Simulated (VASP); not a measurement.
# ZrO2 (Fm-3m) in VASP: further runs

The runs below take ZrO2 through single point, with PBE.

Everything below comes from runs of VASP 6.6.1. Logs are shortened: lines on timing, memory, paths and dates and some standing lists are left out, and cuts for length are marked.

### Step 1. The cell of the first run

Symmetry: Fm-3m, No. 225, cubic system. The conventional cell has a = 4.900 Å, b = 4.900 Å, c = 4.900 Å, α = 90.00°, β = 90.00°, γ = 90.00°. Zr (site symmetry m-3m) has 8 O at 2.12 Å within 2.8 Å. O (site symmetry -43m) has 4 Zr at 2.12 Å and 6 O at 2.45 Å within 2.8 Å.

### Step 2. Single point, PBE

The input, INCAR:

```
SYSTEM = ZrO2
  PREC = Accurate
  ENCUT = 600
  EDIFF = 1E-6
  ISMEAR = 0
  SIGMA = 0.02
  LREAL = .False.
  LASPH = .True.
  NELM = 120
  ALGO = Normal
  ISIF = 2
  LWAVE = .False.
  LCHARG = .False.
  GGA = PE
  NBANDS = 19
  GGA_COMPAT = .False.
```

The input, KPOINTS:

```
Automatic mesh
0
Gamma
  8 8 8
  0 0 0
```

The input, POSCAR:

```
ZrO2
1.0
    0.0000000000      2.4501479429      2.4501479429
    2.4501479429      0.0000000000      2.4501479429
    2.4501479429      2.4501479429      0.0000000000
Zr O
1 2
Direct
    0.0000000000      0.0000000000      0.0000000000
    0.2500000000      0.2500000000      0.2500000000
    0.7500000000      0.7500000000      0.7500000000
```

Potentials or basis: VASP PAW PBE potentials, release 64 (Zr_sv, O).

Run with:

```bash
cat potpaw_PBE.64/Zr_sv/POTCAR potpaw_PBE.64/O/POTCAR > POTCAR
mpirun -np 1 vasp_std > vasp.out
```

OUTCAR:

```text
SYSTEM = ZrO2
   PREC = Accurate
   ENCUT = 600
   EDIFF = 1E-6
   ISMEAR = 0
   LREAL = .False.
   LASPH = .True.
   NELM = 120
   ISIF = 2
   GGA = PE

 ion  position               nearest neighbor table
   1  0.000  0.000  0.000-   3 2.12   3 2.12   3 2.12   2 2.12   3 2.12   2 2.12   2 2.12   2 2.12

   2  0.250  0.250  0.250-   1 2.12   1 2.12   1 2.12   1 2.12
   3  0.750  0.750  0.750-   1 2.12   1 2.12   1 2.12   1 2.12

  LATTYP: Found a face centered cubic cell.
 ALAT       =     4.9002958858

  Lattice vectors:

 A1 = (   0.0000000000,   2.4501479429,   2.4501479429)
 A2 = (   2.4501479429,   0.0000000000,   2.4501479429)
 A3 = (   2.4501479429,   2.4501479429,   0.0000000000)

Analysis of symmetry for initial positions (statically):
=====================================================================
 Subroutine PRICEL returns:
 Original cell was already a primitive cell.

 Routine SETGRP: Setting up the symmetry group for a
 face centered cubic supercell.

 Subroutine GETGRP returns: Found 48 space group operations
 (whereof 48 operations were pure point group operations)
 out of a pool of 48 trial point group operations.

The static configuration has the point symmetry O_h .

Analysis of symmetry for dynamics (positions and initial velocities):
=====================================================================
 Subroutine PRICEL returns:
 Original cell was already a primitive cell.

 Routine SETGRP: Setting up the symmetry group for a
 face centered cubic supercell.

 Subroutine GETGRP returns: Found 48 space group operations
 (whereof 48 operations were pure point group operations)
 out of a pool of 48 trial point group operations.

The dynamic configuration has the point symmetry O_h .

 Subroutine INISYM returns: Found 48 space group operations
 (whereof 48 operations are pure point group operations),
 and found     1 'primitive' translations

----------------------------------------------------------------------------------------

                                     Primitive cell

  volume of cell :      29.4176

  direct lattice vectors                    reciprocal lattice vectors
     0.000000000  2.450147943  2.450147943    -0.204069310  0.204069310  0.204069310
     2.450147943  0.000000000  2.450147943     0.204069310 -0.204069310  0.204069310
[... 78 lines left out ...]
   PREC   = accura    normal or accurate (medium, high low for compatibility)
   ISTART =      0    job   : 0-new  1-cont  2-samecut
   ICHARG =      2    charge: 1-file 2-atom 10-const
   ISPIN  =      1    spin polarized calculation?
   LNONCOLLINEAR =      F non collinear calculations
   LSORBIT =      F    spin-orbit coupling
   LASPH  =      T    aspherical Exc in radial PAW
   ENCUT  =  600.0 eV  44.10 Ry    6.64 a.u.   6.92  6.92  6.92*2*pi/ulx,y,z
   NELM   =    120;   NELMIN=  2; NELMDL= -5     # of ELM steps
   EDIFF  = 0.1E-05   stopping-criterion for ELM
   LREAL  =      F    real-space projection
   EDIFFG = 0.1E-04   stopping-criterion for IOM
   NSW    =      0    number of steps for IOM
   IBRION =     -1    ionic relax: 0-MD 1-quasi-New 2-CG
   NFREE  =      0    steps in history (QN), initial steepest desc. (CG)
   ISIF   =      2    stress and relaxation
   ISYM   =      2    0-nonsym 1-usesym 2-fastsym
   POTIM  = 0.5000    time-step for ionic-motion
   TEBEG  =    0.0;   TEEND  =   0.0 temperature during run
   PSTRESS=    0.0 pullay stress
   NELECT =      24.0000    total number of electrons
   NUPDOWN=      -1.0000    fix difference up-down
   EMIN   =  10.00;   EMAX   =-10.00  energy-range for DOS
   EFERMI =   0.00;   METHOD = LEGACY
   ISMEAR =     0;   SIGMA  =   0.02  broadening in eV -4-tet -1-fermi 0-gaus
   EFERMI_NEDOS =   21; number of points for ismear=-14 and -15
   IALGO  =     38    algorithm
   IMIX   =      4    mixing-type and parameters
     AMIX     =   0.40;   BMIX     =  1.00
     AMIX_MAG =   1.60;   BMIX_MAG =  1.00
  volume/ion in A,a.u.               =       9.81        66.17
  Fermi-wavevector in a.u.,A,eV,Ry     =   1.529712  2.890736 31.837879  2.340018
  Thomas-Fermi vector in A             =   2.637295
   LORBIT       =      0    0 simple, 1 ext, 2 COOP (PROOUT), +10 PAW based schemes
   GGA     = PE    functional components
   LHFCALC =     F    Hartree Fock is set to
   AEXX    =    0.0000 exact exchange contribution
   IVDW    =     0    specifies the selected vdW correction
   LEPSILON=     F    determine dielectric tensor
   LRPA    =     F    only Hartree local field effects (RPA)
 non-spin polarized calculation
 Gauss-broadening in eV      SIGMA  =   0.02
  energy-cutoff  :      600.00
  volume of cell :       29.42
 maximum number of plane-waves:       995
   NGX = 13   NGY = 13   NGZ = 13

 number of electron      24.0000008 magnetization

 Free energy of the ion-electron system (eV)
  ---------------------------------------------------
  ext. energy  EPLUGINS =         0.00000000
  ---------------------------------------------------
  free energy    TOTEN  =       -28.10372480 eV

  energy without entropy =      -28.10372480  energy(sigma->0) =      -28.10372480

 E-fermi :   8.8089     XC(G=0): -12.4084

 val. band max:        8.5705368926   @ k =   0.5000   0.5000   0.0000
 cond. band min:      12.2260558681   @ k =   0.0000   0.0000   0.0000
 fundamental gap:      3.6555189755
 Fermi energy:         8.8089441866

 k-point     1 :       0.0000    0.0000    0.0000
  band No.  band energies     occupation
      1     -38.9957      2.00000
      2     -16.8208      2.00000
      3     -16.8208      2.00000
      4     -16.8208      2.00000
      5     -10.1740      2.00000
      6      -7.1984      2.00000
[... 505 lines left out ...]
      6      -7.6425      2.00000
[... 11 lines left out ...]
     18      19.9215      0.00000
     19      24.9878      0.00000

 [... further k-points ...]
[... 5 lines left out ...]
  --------------------------------------------------------------------------------------
  -------------------------------------------------------------------------------------
  Total        7.3907611      7.3907611      7.3907611      0.0000000      0.0000000      0.0000000
  in kB      402.5249678    402.5249678    402.5249678      0.0000000      0.0000000      0.0000000
  external PRESSURE =     402.5249678 kB  Pullay stress =       0.0000000 kB

 VOLUME and BASIS-vectors are now :
 -----------------------------------------------------------------------------
  energy-cutoff  :      600.00
  volume of cell :       29.42
      direct lattice vectors                 reciprocal lattice vectors
     0.000000000  2.450147943  2.450147943    -0.204069310  0.204069310  0.204069310
     2.450147943  0.000000000  2.450147943     0.204069310 -0.204069310  0.204069310
     2.450147943  2.450147943  0.000000000     0.204069310  0.204069310 -0.204069310

 POSITION                                       TOTAL-FORCE (eV/Angst)
 -----------------------------------------------------------------------------------
      0.00000      0.00000      0.00000        -0.000000     -0.000000     -0.000000
      1.22507      1.22507      1.22507        -0.000000     -0.000000     -0.000000
      3.67522      3.67522      3.67522         0.000000      0.000000      0.000000
 -----------------------------------------------------------------------------------
    total drift:                                0.000000      0.000000      0.000000

  FREE ENERGIE OF THE ION-ELECTRON SYSTEM (eV)
  ---------------------------------------------------
  free  energy   TOTEN  =       -28.1037248018 eV

  energy  without entropy=      -28.1037248018  energy(sigma->0) =      -28.10372480
```

Wall time 40 s (1 thread of Intel Xeon 8259CL, shared host); peak memory 0.17 GiB.

Results:

```yaml
Free_energy: -28.1037 eV
Pressure: 40.3 GPa
Band_gap_on_the_k_mesh: 3.66 eV (least direct gap 4.21 eV)
```

Levels at points of the mesh, in eV from the valence-band top:
| k point | band 8 | band 9 | band 10 | band 11 | band 12 | band 13 | band 14 | band 15 | band 16 | band 17 |
| --- | --- | --- | --- | --- | --- | --- | --- | --- | --- | --- |
| (0.00, 0.00, 0.00) | -5.93 | -5.93 | -0.57 | -0.57 | -0.57 | 3.66 | 3.66 | 7.44 | 10.82 | 10.82 |
| (0.50, 0.00, 0.00) | -4.80 | -2.73 | -2.57 | -1.72 | -1.72 | 4.45 | 4.45 | 7.19 | 9.39 | 9.72 |
| (0.50, 0.50, 0.00) | -3.31 | -3.31 | -1.68 | -1.68 | 0.00 | 4.21 | 5.37 | 6.92 | 8.31 | 8.31 |

Caveat: the cell stands under pressure. A k mesh can miss the band edges.

### Step 3. Single point, PBE

The input, INCAR:

```
PREC = Accurate
ENCUT = 600
EDIFF = 1E-6
ISMEAR = 0
SIGMA = 0.02
LREAL = False
LASPH = True
NELM = 120
ALGO = Normal
ISIF = 2
LWAVE = False
LCHARG = False
GGA = PE
NBANDS = 19
GGA_COMPAT = False
```

The input, KPOINTS:

```
regular mesh
0
Gamma
  8 8 8
```

POSCAR is that of step 2.

Potentials or basis: VASP PAW PBE potentials, release 64 (Zr_sv, O).

Run with:

```bash
cat potpaw_PBE.64/Zr_sv/POTCAR potpaw_PBE.64/O/POTCAR > POTCAR
mpirun -np 1 vasp_std > vasp.out
```

It took 41 s on 1 thread of Intel Xeon 8259CL, shared host; peak memory 0.16 GiB.

Results (log left out):

```
Free energy            : -28.1037 eV
Pressure               : 40.3 GPa
Band gap on the k mesh : 3.66 eV (least direct gap 4.21 eV)
```

Levels at points of the mesh, in eV from the valence-band top:
| k point | band 9 | band 10 | band 11 | band 12 | band 13 | band 14 | band 15 | band 16 |
| --- | --- | --- | --- | --- | --- | --- | --- | --- |
| (0.00, 0.00, 0.00) | -5.93 | -0.57 | -0.57 | -0.57 | 3.66 | 3.66 | 7.44 | 10.82 |
| (0.50, 0.00, 0.00) | -2.73 | -2.57 | -1.72 | -1.72 | 4.45 | 4.45 | 7.19 | 9.39 |
| (0.50, 0.50, 0.00) | -3.31 | -1.68 | -1.68 | 0.00 | 4.21 | 5.37 | 6.92 | 8.31 |

Caveat: the cell stands under pressure. A k mesh can miss the band edges.

### Step 4. Single point, PBE

This run uses another cell than the first one, of 10.38 Å³/atom.

The input, INCAR:

```
PREC = Accurate
ENCUT = 600
EDIFF = 1E-6
ISMEAR = 0
SIGMA = 0.02
LREAL = F
LASPH = T
NELM = 120
ALGO = Normal
ISIF = 2
LWAVE = F
LCHARG = F
GGA = PE
NBANDS = 19
GGA_COMPAT = F
```

The input, KPOINTS:

```
Automatic mesh
0
Gamma
  8 8 8
```

The input, POSCAR:

```
ZrO2
1.0
    0.0000000000      2.4967363225      2.4967363225
    2.4967363225      0.0000000000      2.4967363225
    2.4967363225      2.4967363225      0.0000000000
Zr O
1 2
Direct
    0.0000000000      0.0000000000      0.0000000000
    0.2500000000      0.2500000000      0.2500000000
    0.7500000000      0.7500000000      0.7500000000
```

Run with:

```bash
cat potpaw_PBE.64/Zr_sv/POTCAR potpaw_PBE.64/O/POTCAR > POTCAR
mpirun -np 1 vasp_std > vasp.out
```

Wall time 42 s (1 thread of Intel Xeon 8259CL, shared host); peak memory 0.17 GiB.

Results (log left out):

```yaml
Free_energy: -28.4271 eV
Pressure: 20.1 GPa
Band_gap_on_the_k_mesh: 3.51 eV (least direct gap 4.01 eV)
```

Levels at points of the mesh, in eV from the valence-band top:
| k point | band 9 | band 10 | band 11 | band 12 | band 13 | band 14 | band 15 | band 16 |
| --- | --- | --- | --- | --- | --- | --- | --- | --- |
| (0.00, 0.00, 0.00) | -5.57 | -0.55 | -0.55 | -0.55 | 3.51 | 3.51 | 7.01 | 10.08 |
| (0.50, 0.00, 0.00) | -2.63 | -2.53 | -1.68 | -1.68 | 4.22 | 4.22 | 6.63 | 9.08 |
| (0.50, 0.50, 0.00) | -3.24 | -1.59 | -1.59 | 0.00 | 4.01 | 5.05 | 6.37 | 7.79 |

Caveat: the cell stands under pressure. A k mesh can miss the band edges.
